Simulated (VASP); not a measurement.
# Zr2P3 (P-3m1) in VASP: a series of runs

Zr2P3 is run at these levels: PBE; tasks: single point.

Program: VASP 6.6.1. These are calculated values, not measurements. Logs are shortened: lines on timing, memory, paths and dates and some standing lists are left out, and cuts for length are marked.

## (1) The cell of the first run

The structure is trigonal, space group P-3m1 (No. 164). Conventional cell: a = 4.260 Å, b = 4.260 Å, c = 5.144 Å, α = 90.00°, β = 90.00°, γ = 120.00°. Zr (site symmetry 3m) has 8 P at 2.50 to 2.75 Å and 3 Zr at 2.84 Å within 3.3 Å. P (site symmetry -3m) has 6 Zr at 2.56 Å and 6 P at 3.13 Å within 3.4 Å. Within 3.3 Å of P (site symmetry 3m) lie 5 Zr at 2.50 to 2.75 Å and 6 P at 2.78 to 3.13 Å.

## (2) Single point, PBE

The input, INCAR:

```
SYSTEM = Zr2P3
PREC = Accurate
ENCUT = 520
EDIFF = 1E-6
ISMEAR = 0
SIGMA = 0.1
LREAL = .FALSE.
LASPH = .TRUE.
NELM = 60
ALGO = Normal
ISIF = 2
LWAVE = .FALSE.
LCHARG = .TRUE.
GGA = PE
LELF = .TRUE.
LVHAR = .TRUE.
NBANDS = 28
```

The input, KPOINTS:

```
regular mesh
0
G
  6 6 4
  0 0 0
```

The input, POSCAR:

```
Zr2P3
1.0
    4.2600022214      0.0000000000      0.0000000000
   -2.1300011107      3.6892701439      0.0000000000
    0.0000000000      0.0000000000      5.1435598244
Zr P
2 3
Direct
    0.3333333333      0.6666666667      0.1380000000
    0.6666666667      0.3333333333      0.8620000000
    0.0000000000      0.0000000000      0.0000000000
    0.3333333333      0.6666666667      0.6250000000
    0.6666666667      0.3333333333      0.3750000000
```

Potentials or basis: VASP PAW PBE potentials, release 64 (Zr_sv, P).

Run with:

```sh
$ cat potpaw_PBE.64/Zr_sv/POTCAR potpaw_PBE.64/P/POTCAR > POTCAR
$ mpirun -np 1 vasp_std > vasp.out
```

OUTCAR:

```text
SYSTEM = Zr2P3
   PREC = Accurate
   ENCUT = 520
   EDIFF = 1E-6
   ISMEAR = 0
   LREAL = .FALSE.
   LASPH = .TRUE.
   NELM = 60
   ISIF = 2
   GGA = PE

 ion  position               nearest neighbor table
   1  0.333  0.667  0.138-   4 2.50   3 2.56   3 2.56   3 2.56   4 2.64   5 2.75   5 2.75   5 2.75
                             2 2.84   2 2.84   2 2.84
   2  0.667  0.333  0.862-   5 2.50   3 2.56   3 2.56   3 2.56   5 2.64   4 2.75   4 2.75   4 2.75
                             1 2.84   1 2.84   1 2.84
   3  0.000  0.000  0.000-   1 2.56   2 2.56   1 2.56   2 2.56   2 2.56   1 2.56
   4  0.333  0.667  0.625-   1 2.50   1 2.64   2 2.75   2 2.75   2 2.75   5 2.78   5 2.78   5 2.78

   5  0.667  0.333  0.375-   2 2.50   2 2.64   1 2.75   1 2.75   1 2.75   4 2.78   4 2.78   4 2.78

  LATTYP: Found a hexagonal cell.
 ALAT       =     4.2600022214
 C/A-ratio  =     1.2074077799

  Lattice vectors:

 A1 = (   4.2600022214,   0.0000000000,   0.0000000000)
 A2 = (  -2.1300011107,   3.6892701439,   0.0000000000)
 A3 = (   0.0000000000,   0.0000000000,   5.1435598244)

Analysis of symmetry for initial positions (statically):
=====================================================================
 Subroutine PRICEL returns:
 Original cell was already a primitive cell.

 Routine SETGRP: Setting up the symmetry group for a
 hexagonal supercell.

 Subroutine GETGRP returns: Found 12 space group operations
 (whereof 12 operations were pure point group operations)
 out of a pool of 24 trial point group operations.

The static configuration has the point symmetry D_3d.

Analysis of symmetry for dynamics (positions and initial velocities):
=====================================================================
 Subroutine PRICEL returns:
 Original cell was already a primitive cell.

 Routine SETGRP: Setting up the symmetry group for a
 hexagonal supercell.

 Subroutine GETGRP returns: Found 12 space group operations
 (whereof 12 operations were pure point group operations)
 out of a pool of 24 trial point group operations.

The dynamic configuration has the point symmetry D_3d.

 Subroutine INISYM returns: Found 12 space group operations
 (whereof 12 operations are pure point group operations),
 and found     1 'primitive' translations

----------------------------------------------------------------------------------------

                                     Primitive cell

  volume of cell :      80.8377

  direct lattice vectors                    reciprocal lattice vectors
     4.260002221  0.000000000  0.000000000     0.234741662  0.135528162  0.000000000
    -2.130001111  3.689270144  0.000000000     0.000000000  0.271056323  0.000000000
     0.000000000  0.000000000  5.143559824     0.000000000  0.000000000  0.194417881

  length of vectors
     4.260002221  4.260002221  5.143559824     0.271056323  0.271056323  0.194417881

  position of ions in fractional coordinates (direct lattice)
     0.333333333  0.666666667  0.138000000
     0.666666667  0.333333333  0.862000000
     0.000000000  0.000000000  0.000000000
     0.333333333  0.666666667  0.625000000
     0.666666667  0.333333333  0.375000000

  ion indices of the primitive-cell ions
   primitive index   ion index
                 1           1
                 2           2
                 3           3
                 4           4
                 5           5

----------------------------------------------------------------------------------------

 KPOINTS: regular mesh

Automatic generation of k-mesh.
 Grid dimensions read from file:
 generate k-points for:    6    6    4

 Generating k-lattice:

  Cartesian coordinates                     Fractional coordinates (reciprocal lattice)
     0.039123610  0.022588027  0.000000000     0.166666667 -0.000000000  0.000000000
     0.000000000  0.045176054  0.000000000     0.000000000  0.166666667  0.000000000
     0.000000000  0.000000000  0.048604470     0.000000000  0.000000000  0.250000000

  Length of vectors
     0.045176054  0.045176054  0.048604470

  Shift w.r.t. Gamma in fractional coordinates (k-lattice)
     0.000000000  0.000000000  0.000000000

 Subroutine IBZKPT returns following result:
 ===========================================

 Found     24 irreducible k-points:

 Following reciprocal coordinates:
            Coordinates               Weight
  0.000000  0.000000  0.000000      1.000000
  0.166667  0.000000  0.000000      6.000000
  0.333333  0.000000  0.000000      6.000000
  0.500000 -0.000000  0.000000      3.000000
  0.166667  0.166667  0.000000      6.000000
  0.333333  0.166667  0.000000     12.000000
[... 16 lines left out ...]
  0.333333  0.166667  0.500000     12.000000
  0.333333  0.333333  0.500000      2.000000
   k-points           NKPTS =     24   k-points in BZ     NKDIM =     24   number of bands    NBANDS=     28
   number of dos      NEDOS =    301   number of ions     NIONS =      5
   total plane-waves  NPLWV =  40960
   dimension x,y,z NGX =    32 NGY =   32 NGZ =   40
   dimension x,y,z NGXF=    64 NGYF=   64 NGZF=   80
   ions per type =               2   3
   NGX,Y,Z   is equivalent  to a cutoff of  12.49, 12.49, 12.93 a.u.
   NGXF,Y,Z  is equivalent  to a cutoff of  24.98, 24.98, 25.86 a.u.
 SYSTEM =  Zr2P3
   PREC   = accura    normal or accurate (medium, high low for compatibility)
   ISTART =      0    job   : 0-new  1-cont  2-samecut
   ICHARG =      2    charge: 1-file 2-atom 10-const
   ISPIN  =      1    spin polarized calculation?
   LNONCOLLINEAR =      F non collinear calculations
   LSORBIT =      F    spin-orbit coupling
   LASPH  =      T    aspherical Exc in radial PAW
   ENCUT  =  520.0 eV  38.22 Ry    6.18 a.u.   7.92  7.92  9.56*2*pi/ulx,y,z
   NELM   =     60;   NELMIN=  2; NELMDL= -5     # of ELM steps
   EDIFF  = 0.1E-05   stopping-criterion for ELM
   LREAL  =      F    real-space projection
   EDIFFG = 0.1E-04   stopping-criterion for IOM
   NSW    =      0    number of steps for IOM
   IBRION =     -1    ionic relax: 0-MD 1-quasi-New 2-CG
   NFREE  =      0    steps in history (QN), initial steepest desc. (CG)
   ISIF   =      2    stress and relaxation
   ISYM   =      2    0-nonsym 1-usesym 2-fastsym
   POTIM  = 0.5000    time-step for ionic-motion
   TEBEG  =    0.0;   TEEND  =   0.0 temperature during run
   PSTRESS=    0.0 pullay stress
   NELECT =      39.0000    total number of electrons
   NUPDOWN=      -1.0000    fix difference up-down
   EMIN   =  10.00;   EMAX   =-10.00  energy-range for DOS
   EFERMI =   0.00;   METHOD = LEGACY
   ISMEAR =     0;   SIGMA  =   0.10  broadening in eV -4-tet -1-fermi 0-gaus
   EFERMI_NEDOS =   21; number of points for ismear=-14 and -15
   IALGO  =     38    algorithm
   IMIX   =      4    mixing-type and parameters
     AMIX     =   0.40;   BMIX     =  1.00
     AMIX_MAG =   1.60;   BMIX_MAG =  1.00
  volume/ion in A,a.u.               =      16.17       109.10
  Fermi-wavevector in a.u.,A,eV,Ry     =   1.283980  2.426371 22.430636  1.648605
  Thomas-Fermi vector in A             =   2.416201
   LORBIT       =      0    0 simple, 1 ext, 2 COOP (PROOUT), +10 PAW based schemes
   GGA     = PE    functional components
   LHFCALC =     F    Hartree Fock is set to
   AEXX    =    0.0000 exact exchange contribution
   IVDW    =     0    specifies the selected vdW correction
   LEPSILON=     F    determine dielectric tensor
   LRPA    =     F    only Hartree local field effects (RPA)
 non-spin polarized calculation
 Gauss-broadening in eV      SIGMA  =   0.10
  energy-cutoff  :      520.00
  volume of cell :       80.84
 maximum number of plane-waves:      2196
   NGX = 15   NGY = 15   NGZ = 19

 number of electron      39.0000001 magnetization

 Free energy of the ion-electron system (eV)
  ---------------------------------------------------
  ext. energy  EPLUGINS =         0.00000000
  ---------------------------------------------------
  free energy    TOTEN  =       -34.13949094 eV

  energy without entropy =      -34.12213488  energy(sigma->0) =      -34.13081291

 E-fermi :  10.3668     XC(G=0): -11.5377

 val. band max:       10.3603234442   @ k =   0.3333   0.3333   0.5000
 cond. band min:      10.3766946220   @ k =   0.1667   0.1667   0.2500
 fundamental gap:      0.0163711778
 Fermi energy:        10.3667726513

 k-point     1 :       0.0000    0.0000    0.0000
  band No.  band energies     occupation
      1     -37.9789      2.00000
      2     -37.6790      2.00000
      3     -16.4011      2.00000
      4     -16.4011      2.00000
      5     -16.3581      2.00000
      6     -15.9943      2.00000
[... 20 lines left out ...]
     27      15.2051      0.00000
     28      15.2051      0.00000

 k-point     2 :       0.1667    0.0000    0.0000
  band No.  band energies     occupation
      1     -37.9606      2.00000
      2     -37.6962      2.00000
      3     -16.4814      2.00000
      4     -16.4409      2.00000
      5     -16.3895      2.00000
      6     -15.9327      2.00000
[... 20 lines left out ...]
     27      14.7428      0.00000
     28      15.0159      0.00000

 k-point     3 :       0.3333    0.0000    0.0000
  band No.  band energies     occupation
      1     -37.9138      2.00000
      2     -37.7409      2.00000
      3     -16.6074      2.00000
      4     -16.5108      2.00000
      5     -16.4461      2.00000
      6     -15.8638      2.00000
[... 20 lines left out ...]
     27      14.2698      0.00000
     28      15.1962      0.00000

 k-point     4 :       0.5000   -0.0000    0.0000
  band No.  band energies     occupation
      1     -37.8765      2.00000
      2     -37.7771      2.00000
      3     -16.6623      2.00000
      4     -16.5423      2.00000
      5     -16.4724      2.00000
      6     -15.8432      2.00000
[... 578 lines left out ...]
     27      14.8620      0.00000
     28      15.4639      0.00000

 k-point    23 :       0.3333    0.1667    0.5000
  band No.  band energies     occupation
      1     -37.8759      2.00000
      2     -37.7772      2.00000
      3     -16.6582      2.00000
      4     -16.5753      2.00000
      5     -16.5023      2.00000
      6     -15.8031      2.00000
[... 20 lines left out ...]
     27      15.1219      0.00000
     28      16.0854      0.00000

 k-point    24 :       0.3333    0.3333    0.5000
  band No.  band energies     occupation
      1     -37.8263      2.00000
      2     -37.8263      2.00000
      3     -16.6594      2.00000
      4     -16.5741      2.00000
      5     -16.5741      2.00000
      6     -15.7139      2.00000
[... 20 lines left out ...]
     27      14.8991      0.00000
     28      17.0886      0.00000

------------------------ aborting loop because EDIFF is reached ----------------------------------------

  FORCE on cell =-STRESS in cart. coord.  units (eV):
  Direction    XX          YY          ZZ          XY          YZ          ZX
  --------------------------------------------------------------------------------------
  -------------------------------------------------------------------------------------
  Total       16.5856032     16.5856032      9.8914390      0.0000000      0.0000000      0.0000000
  in kB      328.7212468    328.7212468    196.0450955      0.0000000      0.0000000      0.0000000
  external PRESSURE =     284.4958630 kB  Pullay stress =       0.0000000 kB

 VOLUME and BASIS-vectors are now :
 -----------------------------------------------------------------------------
  energy-cutoff  :      520.00
  volume of cell :       80.84
      direct lattice vectors                 reciprocal lattice vectors
     4.260002221  0.000000000  0.000000000     0.234741662  0.135528162  0.000000000
    -2.130001111  3.689270144  0.000000000     0.000000000  0.271056323  0.000000000
     0.000000000  0.000000000  5.143559824     0.000000000  0.000000000  0.194417881

 POSITION                                       TOTAL-FORCE (eV/Angst)
 -----------------------------------------------------------------------------------
     -0.00000      2.45951      0.70981         0.000000     -0.000000      1.609255
      2.13000      1.22976      4.43375        -0.000000      0.000000     -1.609255
      0.00000      0.00000      0.00000         0.000000      0.000000      0.000000
     -0.00000      2.45951      3.21472        -0.000000      0.000000      0.207407
      2.13000      1.22976      1.92883        -0.000000     -0.000000     -0.207407
 -----------------------------------------------------------------------------------
    total drift:                               -0.000000      0.000000      0.000000

  FREE ENERGIE OF THE ION-ELECTRON SYSTEM (eV)
  ---------------------------------------------------
  free  energy   TOTEN  =       -34.1394909435 eV

  energy  without entropy=      -34.1221348830  energy(sigma->0) =      -34.13081291
```

Wall time 37 s (1 thread of Intel Xeon Platinum 8488C (Sapphire Rapids), shared host); peak memory 0.21 GiB.

What came out:

```
Free energy   : -34.1395 eV
Pressure      : 28.4 GPa
Largest force : 1.609 eV/Å
```

Forces in eV/Å, atoms in the order of the input:
```
Zr   0.000  0.000  1.609
Zr   0.000  0.000 -1.609
P    0.000  0.000  0.000
P    0.000  0.000  0.207
P    0.000  0.000 -0.207
```

Caveat: forces of over 1 eV/Å act on the atoms, so gaps and moduli don't describe the material at rest.

## (3) Single point, PBE

This run uses another cell than the first one, of 19.31 Å³/atom, 1.195 times its volume.

The input, INCAR:

```
ALGO = Normal ; EDIFF = 1E-6
ENCUT = 520 ; GGA = PE
ISIF = 2 ; ISMEAR = 0
LASPH = True ; LCHARG = True
LELF = True ; LREAL = False
LVHAR = True ; LWAVE = False
NBANDS = 28 ; NELM = 80
PREC = Accurate ; SIGMA = 0.1
```

The input, KPOINTS:

```
k-points
0
Gamma
  6 6 4
```

The input, POSCAR:

```
Zr2P3
1.0
    4.6206827529      0.0000000000      0.0000000000
   -2.3103413764      4.0016286468      0.0000000000
    0.0000000000      0.0000000000      5.2226005000
Zr P
2 3
Direct
    0.3333333333      0.6666666667      0.2273573887
    0.6666666667      0.3333333333      0.7726426113
    0.0000000000      0.0000000000      0.0000000000
    0.3333333333      0.6666666667      0.7266168710
    0.6666666667      0.3333333333      0.2733831290
```

Potentials or basis: VASP PAW PBE potentials, release 64 (Zr_sv, P).

Run with:

```sh
$ cat potpaw_PBE.64/Zr_sv/POTCAR potpaw_PBE.64/P/POTCAR > POTCAR
$ mpirun -np 1 vasp_std > vasp.out
```

Wall time 44 s (1 thread of Intel Xeon Platinum 8488C (Sapphire Rapids), shared host); peak memory 0.23 GiB.

Results (log left out):

```yaml
Free_energy: -36.7288 eV
Pressure: 0.2 GPa
Largest_force: 0.009 eV/Å
```

Forces on the atoms (eV/Å):
```
Zr   0.000  0.000  0.009
Zr   0.000  0.000 -0.009
P    0.000  0.000  0.000
P    0.000  0.000 -0.001
P    0.000  0.000  0.001
```

Levels at points of the mesh, in eV from the Fermi level:
| k point | band 17 | band 18 | band 19 | band 20 | band 21 | band 22 | band 23 | band 24 |
| --- | --- | --- | --- | --- | --- | --- | --- | --- |
| (0.00, 0.00, 0.00) | -1.43 | -0.71 | -0.71 | 0.09 | 0.30 | 0.30 | 1.03 | 2.73 |
| (0.50, 0.00, 0.00) | -1.76 | -1.65 | -0.99 | -0.03 | 0.74 | 1.80 | 1.89 | 2.14 |
| (0.00, 0.00, 0.50) | -3.08 | -1.31 | -0.35 | -0.35 | 1.23 | 1.23 | 2.37 | 2.37 |
| (0.50, 0.00, 0.50) | -2.07 | -1.33 | -0.83 | 0.65 | 1.37 | 1.90 | 2.15 | 2.40 |
